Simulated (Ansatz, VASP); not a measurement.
# Two plane-wave programs on Ga3Sb

File INCAR:

```
SYSTEM = Ga3Sb
  PREC = Accurate
  ENCUT = 520
  EDIFF = 1E-7
  ISMEAR = 0
  SIGMA = 0.15
  LREAL = .FALSE.
  LASPH = .TRUE.
  NELM = 100
  ALGO = Fast
  ISIF = 2
  LWAVE = .FALSE.
  LCHARG = .TRUE.
  GGA = PE
  IVDW = 12
  LELF = .TRUE.
  LVHAR = .TRUE.
  NBANDS = 30
```

KPOINTS

```
Automatic mesh
0
G
  14 14 14
  0 0 0
```

The input POSCAR:

```
Ga3Sb
1.0
   -2.1147253853      2.1147253853      4.6686792331
    2.1147253853     -2.1147253853      4.6686792331
    2.1147253853      2.1147253853     -4.6686792331
Ga Sb
3 1
Direct
    0.7500000000      0.2500000000      0.5000000000
    0.2500000000      0.7500000000      0.5000000000
    0.5000000000      0.5000000000      0.0000000000
    0.0000000000      0.0000000000      0.0000000000
```

Input for Ansatz:

```yaml
crystal:
  lattice:
    - [-2.1147253853, 2.1147253853, 4.6686792331]
    - [2.1147253853, -2.1147253853, 4.6686792331]
    - [2.1147253853, 2.1147253853, -4.6686792331]
  atoms:
    - { symbol: Ga, position: [0.75, 0.25, 0.5] }
    - { symbol: Ga, position: [0.25, 0.75, 0.5] }
    - { symbol: Ga, position: [0.5, 0.5, 0.0] }
    - { symbol: Sb, position: [0.0, 0.0, 0.0] }
basis:
  ecutwfc: 420
kpoints:
  mp_grid: { grid: [14, 14, 14] }
hamiltonian:
  xc: pbe
  pseudopotentials: { kind: paw, azcp: { folder: soft_1 } }
  dispersion: d3bj
scf:
  occupations: { method: gaussian, width: 0.15 }
output:
  forces: true
  stress: true
  eigenvalues: true
```

Alike in both runs: task single point; functional PBE; dispersion D3(BJ); k mesh 14 × 14 × 14; occupations gaussian, width 0.15 eV; no spin polarisation.

```csv
,VASP,Ansatz
version,VASP 6.6.1,Ansatz 0.2.0
potentials or method,"VASP PAW PBE potentials, release 64 (Ga_d, Sb), cutoff 520 eV","scalar-relativistic, plane waves, PAW"
valence electrons in the cell,44,54
```

Ansatz gave:

```
gap on the k mesh at the Fermi level (eV)                     : none
pressure (GPa)                                                : -0.2
traceless stress, the component that is largest in VASP (GPa) : -0.32
```

Problem. Which values does VASP return?

Solution. gap on the k mesh at the Fermi level (eV): none; pressure (GPa): -0.2; traceless stress, the component that is largest in VASP (GPa): -0.33.

A gap of «none» marks a metal or a gap that the smearing closes. VASP's potentials hold 44 valence electrons a cell and Ansatz's 54, so a difference there can come from the potentials and not from the codes.

Neither program's run includes spin-orbit coupling.
